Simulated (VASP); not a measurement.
**Te2Mo: single point with r2SCAN**

The system is Te2Mo.

```
Te Mo
1.0
     6.34645    0.00000    0.00000
     0.00000    3.49422    0.00000
    -0.54903    0.00000   14.85616
Te Mo
8 4
Cartesian
  0.1800 1.7471 5.9631
  5.6131 0.0000 8.8977
  3.4010 0.0000 5.3789
  2.3947 1.7471 9.4823
  0.5021 0.0000 2.0490
  5.2987 1.7471 12.8023
  3.6338 1.7471 1.4641
  2.1666 0.0000 13.3877
  1.7506 0.0000 7.5295
  4.0433 1.7471 7.3318
  1.1482 1.7471 0.0970
  4.6525 0.0000 14.7535
```

| Quantity | Value |
| --- | --- |
| Program | VASP 6.6.1 |
| Task | single point |
| Functional | r2SCAN |
| Potentials or basis | VASP PAW PBE potentials, release 64 (Te, Mo_sv) |
| Cutoff | 520 eV |
| k mesh | 4 × 8 × 2 |
| Occupations | fermi-dirac, width 0.05 eV |
| Spin | no spin polarisation |
| Dipole correction | no |
| Further INCAR settings | ALGO = Normal; EDIFF = 1e-06; NBANDS = 64 |

The pressure is 0.1 GPa. The largest force is 0.075 eV/Å. The band gap on the k mesh is zero (bands 52 and 53 overlap by 0.11 eV).

Forces on the atoms (eV/Å):
```
Te  -0.003  0.000  0.028
Te   0.013  0.000 -0.027
Te   0.013  0.000 -0.003
Te  -0.025  0.000  0.003
Te   0.011  0.000  0.010
Te  -0.012  0.000 -0.019
Te  -0.008  0.000 -0.021
Te   0.011  0.000  0.016
Mo  -0.019  0.000 -0.072
Mo   0.021  0.000  0.068
Mo   0.015  0.000 -0.054
Mo  -0.016  0.000  0.070
```

Stress tensor (GPa, compression positive):
```
 0.29  0.00 -0.01
 0.00  0.01  0.00
-0.01  0.00  0.01
```

Levels at points of the mesh, in eV from the Fermi level:
| k point | band 49 | band 50 | band 51 | band 52 | band 53 | band 54 | band 55 | band 56 |
| --- | --- | --- | --- | --- | --- | --- | --- | --- |
| (0.00, 0.00, 0.00) | -0.37 | -0.19 | 0.00 | 0.09 | 0.69 | 0.86 | 1.02 | 1.05 |
| (0.50, 0.00, 0.00) | -0.82 | -0.81 | -0.75 | -0.72 | 0.23 | 0.24 | 1.00 | 1.01 |
| (0.00, 0.50, 0.00) | -1.53 | -1.53 | -1.52 | -1.52 | 1.25 | 1.25 | 1.32 | 1.32 |
| (0.50, 0.50, 0.00) | -1.00 | -1.00 | -0.97 | -0.97 | 1.20 | 1.20 | 1.22 | 1.22 |
| (0.00, 0.00, 0.50) | -0.24 | -0.23 | 0.04 | 0.05 | 0.74 | 0.77 | 1.03 | 1.04 |
| (0.50, 0.00, 0.50) | -0.82 | -0.81 | -0.70 | -0.64 | 0.24 | 0.25 | 0.99 | 1.01 |
| (0.00, 0.50, 0.50) | -1.56 | -1.56 | -1.53 | -1.53 | 1.26 | 1.26 | 1.31 | 1.31 |
| (0.50, 0.50, 0.50) | -1.00 | -1.00 | -0.97 | -0.97 | 1.20 | 1.20 | 1.21 | 1.21 |

It took 56 min on 1 thread of Oxide Virtual Turin-like Processor, with other jobs on the host, peak memory 0.68 GiB.

Caveat: the PAW data sets were made with another functional, which shifts forces and pressure a little; spin-orbit coupling is left out, which moves the levels of the heavy elements.
